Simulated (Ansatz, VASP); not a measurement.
**Two plane-wave programs on Al2Cu**

The input INCAR:

```
ALGO = Normal
EDIFF = 1E-7
ENCUT = 520
GGA = PE
ISIF = 2
ISMEAR = 0
LASPH = T
LCHARG = F
LREAL = F
LWAVE = F
NBANDS = 16
NELM = 60
PREC = Accurate
SIGMA = 0.15
```

The input KPOINTS:

```
k-points
0
Gamma
  10 10 14
```

Contents of POSCAR:

```
Al2Cu
1.0
    3.8327000000      0.0000000000      0.0000000000
    0.0000000000      3.8327000000      0.0000000000
    0.0000000000      0.0000000000      2.9617000000
Al Cu
2 1
Direct
    0.5000000000      0.0000000000      0.5000000000
    0.0000000000      0.5000000000      0.5000000000
    0.0000000000      0.0000000000      0.0000000000
```

Input for Ansatz:

```yaml
crystal:
  lattice:
    - [3.8327, 0.0, 0.0]
    - [0.0, 3.8327, 0.0]
    - [0.0, 0.0, 2.9617]
  atoms:
    - { symbol: Al, position: [0.5, 0.0, 0.5] }
    - { symbol: Al, position: [0.0, 0.5, 0.5] }
    - { symbol: Cu, position: [0.0, 0.0, 0.0] }
basis:
  ecutwfc: 520.0
kpoints:
  mp_grid: { grid: [10, 10, 14] }
hamiltonian:
  xc: pbe
  pseudopotentials: { kind: paw, azcp: { folder: soft_1 } }
scf:
  occupations: { method: gaussian, width: 0.15 }
output:
  forces: true
  stress: true
  eigenvalues: true
```

Alike in both runs: task single point; functional PBE; k mesh 10 × 10 × 14; occupations gaussian, width 0.15 eV; no spin polarisation.

|  | VASP | Ansatz |
| --- | --- | --- |
| version | VASP 6.6.1 | Ansatz 0.2.0 |
| potentials or method | VASP PAW PBE potentials, release 64 (Al, Cu), cutoff 520 eV | scalar-relativistic, plane waves, PAW |
| valence electrons in the cell | 17 | 25 |

```tsv
	VASP	Ansatz	Ansatz less VASP
gap on the k mesh at the Fermi level (eV)	none	none	-
pressure (GPa)	14.8	14.8	-0.05
traceless stress, the component that is largest in VASP (GPa)	-7.28	-7.31	-0.031
```

A gap of «none» marks a metal or a gap that the smearing closes. With one functional, cell and mesh, what is left measures potentials, basis and numerics. VASP's potentials hold 17 valence electrons a cell and Ansatz's 25, so a difference there can come from the potentials and not from the codes.
